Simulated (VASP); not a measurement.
# ZnS (I-4m2) in VASP: further runs

ZnS is run at these levels: PBEsol; tasks: single point.

Program: VASP 6.6.1. These are calculated values, not measurements. Logs are shortened: lines on timing, memory, paths and dates and some standing lists are left out, and cuts for length are marked.

## (1) The cell of the first run

Symmetry: I-4m2, No. 119, tetragonal system. The conventional cell has a = 3.825 Å, b = 3.825 Å, c = 5.247 Å, α = 90.00°, β = 90.00°, γ = 90.00°. Within 3.1 Å of Zn (site symmetry -4m2) lie 4 S at 2.32 Å. Within 3.1 Å of S (site symmetry -4m2) lie 4 Zn at 2.32 Å.

## (2) Single point, PBEsol (zz strain of -3 %)

Input file INCAR:

```
PREC = Accurate
ENCUT = 520
EDIFF = 1E-6
ISMEAR = -1
SIGMA = 0.01
LREAL = False
LASPH = True
NELM = 60
ALGO = Normal
ISIF = 2
LWAVE = False
LCHARG = False
GGA = PS
NBANDS = 16
```

Input file KPOINTS:

```
regular mesh
0
Gamma
  8 8 8
```

Input file POSCAR:

```
ZnS
1.0
    0.0000000000      2.7046500000      2.6235105000
    2.7046500000      0.0000000000      2.6235105000
    2.7046500000      2.7046500000      0.0000000000
Zn S
1 1
Direct
    0.0000000000      0.0000000000      0.0000000000
    0.7500000000      0.7500000000      0.7500000000
```

Potentials or basis: VASP PAW PBE potentials, release 64 (Zn, S).

The run is started by

```bash
$ cat potpaw_PBE.64/Zn/POTCAR potpaw_PBE.64/S/POTCAR > POTCAR
$ mpirun -np 1 vasp_std > vasp.out
```

OUTCAR:

```text
PREC = Accurate
   ENCUT = 520
   EDIFF = 1E-6
   ISMEAR = -1
   LREAL = False
   LASPH = True
   NELM = 60
   ISIF = 2
   GGA = PS

 ion  position               nearest neighbor table
   1  0.000  0.000  0.000-   2 2.32   2 2.32   2 2.32   2 2.32
   2  0.750  0.750  0.750-   1 2.32   1 2.32   1 2.32   1 2.32

  LATTYP: Found a body centered tetragonal cell.
 ALAT       =     3.8249527115
 C/A-ratio  =     1.3717871555

  Lattice vectors:

 A1 = (   0.0000000000,  -2.7046500000,  -2.6235105000)
 A2 = (   0.0000000000,   2.7046500000,  -2.6235105000)
 A3 = (   2.7046500000,   0.0000000000,   2.6235105000)

Analysis of symmetry for initial positions (statically):
=====================================================================
 Subroutine PRICEL returns:
 Original cell was already a primitive cell.

 Routine SETGRP: Setting up the symmetry group for a
 body centered tetragonal supercell.

 Subroutine GETGRP returns: Found  8 space group operations
 (whereof  8 operations were pure point group operations)
 out of a pool of 16 trial point group operations.

The static configuration has the point symmetry D_2d.

Analysis of symmetry for dynamics (positions and initial velocities):
=====================================================================
 Subroutine PRICEL returns:
 Original cell was already a primitive cell.

 Routine SETGRP: Setting up the symmetry group for a
 body centered tetragonal supercell.

 Subroutine GETGRP returns: Found  8 space group operations
 (whereof  8 operations were pure point group operations)
 out of a pool of 16 trial point group operations.

The dynamic configuration has the point symmetry D_2d.

 Subroutine INISYM returns: Found  8 space group operations
 (whereof  8 operations are pure point group operations),
 and found     1 'primitive' translations

----------------------------------------------------------------------------------------

                                     Primitive cell

  volume of cell :      38.3826

  direct lattice vectors                    reciprocal lattice vectors
     0.000000000  2.704650000  2.623510500    -0.184866803  0.184866803  0.190584333
     2.704650000  0.000000000  2.623510500     0.184866803 -0.184866803  0.190584333
     2.704650000  2.704650000  0.000000000     0.184866803  0.184866803 -0.190584333

[... 73 lines left out ...]
 SYSTEM =  unknown system
   PREC   = accura    normal or accurate (medium, high low for compatibility)
   ISTART =      0    job   : 0-new  1-cont  2-samecut
   ICHARG =      2    charge: 1-file 2-atom 10-const
   ISPIN  =      1    spin polarized calculation?
   LNONCOLLINEAR =      F non collinear calculations
   LSORBIT =      F    spin-orbit coupling
   LASPH  =      T    aspherical Exc in radial PAW
   ENCUT  =  520.0 eV  38.22 Ry    6.18 a.u.   7.01  7.01  7.11*2*pi/ulx,y,z
   NELM   =     60;   NELMIN=  2; NELMDL= -5     # of ELM steps
   EDIFF  = 0.1E-05   stopping-criterion for ELM
   LREAL  =      F    real-space projection
   EDIFFG = 0.1E-04   stopping-criterion for IOM
   NSW    =      0    number of steps for IOM
   IBRION =     -1    ionic relax: 0-MD 1-quasi-New 2-CG
   NFREE  =      0    steps in history (QN), initial steepest desc. (CG)
   ISIF   =      2    stress and relaxation
   ISYM   =      2    0-nonsym 1-usesym 2-fastsym
   POTIM  = 0.5000    time-step for ionic-motion
   TEBEG  =    0.0;   TEEND  =   0.0 temperature during run
   PSTRESS=    0.0 pullay stress
   NELECT =      18.0000    total number of electrons
   NUPDOWN=      -1.0000    fix difference up-down
   EMIN   =  10.00;   EMAX   =-10.00  energy-range for DOS
   EFERMI =   0.00;   METHOD = LEGACY
   ISMEAR =    -1;   SIGMA  =   0.01  broadening in eV -4-tet -1-fermi 0-gaus
   EFERMI_NEDOS =   21; number of points for ismear=-14 and -15
   IALGO  =     38    algorithm
   IMIX   =      4    mixing-type and parameters
     AMIX     =   0.40;   BMIX     =  1.00
     AMIX_MAG =   1.60;   BMIX_MAG =  1.00
  volume/ion in A,a.u.               =      19.19       129.51
  Fermi-wavevector in a.u.,A,eV,Ry     =   1.271903  2.403548 22.010654  1.617737
  Thomas-Fermi vector in A             =   2.404811
   LORBIT       =      0    0 simple, 1 ext, 2 COOP (PROOUT), +10 PAW based schemes
   GGA     = PS    functional components
   LHFCALC =     F    Hartree Fock is set to
   AEXX    =    0.0000 exact exchange contribution
   IVDW    =     0    specifies the selected vdW correction
   LEPSILON=     F    determine dielectric tensor
   LRPA    =     F    only Hartree local field effects (RPA)
 non-spin polarized calculation
  energy-cutoff  :      520.00
  volume of cell :       38.38
 maximum number of plane-waves:      1045
   NGX = 13   NGY = 13   NGZ = 15

 number of electron      18.0000015 magnetization

 Free energy of the ion-electron system (eV)
  ---------------------------------------------------
  ext. energy  EPLUGINS =         0.00000000
  ---------------------------------------------------
  free energy    TOTEN  =        -7.58556534 eV

  energy without entropy =       -7.58556534  energy(sigma->0) =       -7.58556534

 E-fermi :   2.5328     XC(G=0):  -9.9804

 val. band max:        2.3416945327   @ k =   0.0000   0.0000   0.0000
 cond. band min:       4.3678712062   @ k =   0.0000   0.0000   0.0000
 fundamental gap:      2.0261766736
 Fermi energy:         2.5328060523

 k-point     1 :       0.0000    0.0000    0.0000
  band No.  band energies     occupation
      1     -11.0760      2.00000
      2      -4.2173      2.00000
      3      -4.2173      2.00000
      4      -4.1996      2.00000
      5      -3.6864      2.00000
      6      -3.6753      2.00000
[... 433 lines left out ...]
      3      -4.0710      2.00000
      4      -4.0240      2.00000
      5      -3.6847      2.00000
      6      -3.6452      2.00000
[... 8 lines left out ...]
     15      14.8992      0.00000
     16      15.3365      0.00000

 [... further k-points ...]
[... 5 lines left out ...]
  --------------------------------------------------------------------------------------
  -------------------------------------------------------------------------------------
  Total       -0.0355994     -0.0355994      0.2531600      0.0000000      0.0000000      0.0000000
  in kB       -1.4859994     -1.4859994     10.5674642      0.0000000      0.0000000      0.0000000
  external PRESSURE =       2.5318218 kB  Pullay stress =       0.0000000 kB

 VOLUME and BASIS-vectors are now :
 -----------------------------------------------------------------------------
  energy-cutoff  :      520.00
  volume of cell :       38.38
      direct lattice vectors                 reciprocal lattice vectors
     0.000000000  2.704650000  2.623510500    -0.184866803  0.184866803  0.190584333
     2.704650000  0.000000000  2.623510500     0.184866803 -0.184866803  0.190584333
     2.704650000  2.704650000  0.000000000     0.184866803  0.184866803 -0.190584333

 POSITION                                       TOTAL-FORCE (eV/Angst)
 -----------------------------------------------------------------------------------
      0.00000      0.00000      0.00000         0.000000      0.000000      0.000000
      4.05697      4.05697      3.93527        -0.000000     -0.000000      0.000000
 -----------------------------------------------------------------------------------
    total drift:                               -0.000002     -0.000002     -0.000001

  FREE ENERGIE OF THE ION-ELECTRON SYSTEM (eV)
  ---------------------------------------------------
  free  energy   TOTEN  =        -7.5855653387 eV

  energy  without entropy=       -7.5855653387  energy(sigma->0) =       -7.58556534
```

stdout:

```text
POSCAR found type information on POSCAR ZnS
 POSCAR found :  2 types and       2 ions
 scaLAPACK will be used
 -----------------------------------------------------------------------------
|                                                                             |
|                                                                             |
|     You enforced a specific xc type in the INCAR file but a different       |
|     I HOPE YOU KNOW WHAT YOU ARE DOING!                                     |
|                                                                             |
 -----------------------------------------------------------------------------

 LDA part: xc-table for (Slater+PW92), standard interpolation
 POSCAR, INCAR and KPOINTS ok, starting setup
 FFT: planning ... GRIDC
 FFT: planning ... GRID_SOFT
 FFT: planning ... GRID
 WAVECAR not read
 entering main loop
```

Wall time 28 s (1 thread of Intel Xeon 6975P-C, shared host); peak memory 0.18 GiB.

Results:

```
Free energy            : -7.5856 eV
Pressure               : 0.3 GPa
Band gap on the k mesh : 2.03 eV, direct
```

Stress tensor (GPa, compression positive):
```
-0.15  0.00  0.00
 0.00 -0.15  0.00
 0.00  0.00  1.06
```

Levels at points of the mesh, in eV from the valence-band top:
```csv
k point,band 6,band 7,band 8,band 9,band 10,band 11,band 12,band 13
"(0.00, 0.00, 0.00)",-6.02,-0.10,-0.10,0.00,2.03,6.22,6.22,6.23
"(0.50, 0.00, 0.00)",-5.82,-5.60,-1.07,-0.90,3.17,6.61,6.91,8.74
"(0.50, 0.50, 0.00)",-5.76,-4.66,-2.53,-2.53,3.01,3.69,11.19,11.96
"(0.50, 0.00, 0.50)",-5.82,-4.84,-2.39,-2.33,3.16,4.00,10.84,11.85
```

Caveat: the cell differs from its parent crystal (zz strain of -3 %); the PAW data sets were made with another functional, which shifts forces and pressure a little.

## (3) Single point, PBEsol (zz strain of -2 %)

Input file INCAR:

```
SYSTEM = ZnS
ALGO = Normal
EDIFF = 1E-6
ENCUT = 520
GGA = PS
ISIF = 2
ISMEAR = -1
LASPH = .True.
LCHARG = .False.
LREAL = .False.
LWAVE = .False.
NBANDS = 16
NELM = 80
PREC = Accurate
SIGMA = 0.01
```

Input file KPOINTS:

```
k-points
0
Gamma
  8 8 8
  0 0 0
```

Input file POSCAR:

```
ZnS
1.0
    0.0000000000      2.7046500000      2.6505570000
    2.7046500000      0.0000000000      2.6505570000
    2.7046500000      2.7046500000      0.0000000000
Zn S
1 1
Direct
    0.0000000000      0.0000000000      0.0000000000
    0.7500000000      0.7500000000      0.7500000000
```

Potentials or basis: VASP PAW PBE potentials, release 64 (Zn, S).

The run is started by

```bash
$ cat potpaw_PBE.64/Zn/POTCAR potpaw_PBE.64/S/POTCAR > POTCAR
$ mpirun -np 1 vasp_std > vasp.out
```

Wall time 34 s (1 thread of Intel Xeon 6975P-C, shared host); peak memory 0.18 GiB.

Results (log left out):

```yaml
Free_energy: -7.5870 eV
Pressure: -0.5 GPa
Band_gap_on_the_k_mesh: 2.01 eV, direct
```

Stress tensor (GPa, compression positive):
```
-0.80  0.00  0.00
 0.00 -0.80  0.00
 0.00  0.00  0.02
```

Levels at points of the mesh, in eV from the valence-band top:
```
           k point  band 5  band 6  band 7  band 8  band 9  band 10  band 11  band 12  band 13  band 14
(0.00, 0.00, 0.00)   -5.97   -5.97   -0.07   -0.07    0.00     2.01     6.25     6.25     6.26    11.54
(0.50, 0.00, 0.00)   -5.93   -5.76   -5.52   -1.00   -0.89     3.18     6.69     6.88     8.72    11.99
(0.50, 0.50, 0.00)   -5.89   -5.72   -4.64   -2.43   -2.43     3.09     3.79    11.06    11.92    11.92
(0.50, 0.00, 0.50)   -5.89   -5.76   -4.76   -2.34   -2.30     3.19     3.99    10.83    11.86    12.03
```

Caveat: the cell differs from its parent crystal (zz strain of -2 %); the PAW data sets were made with another functional, which shifts forces and pressure a little.
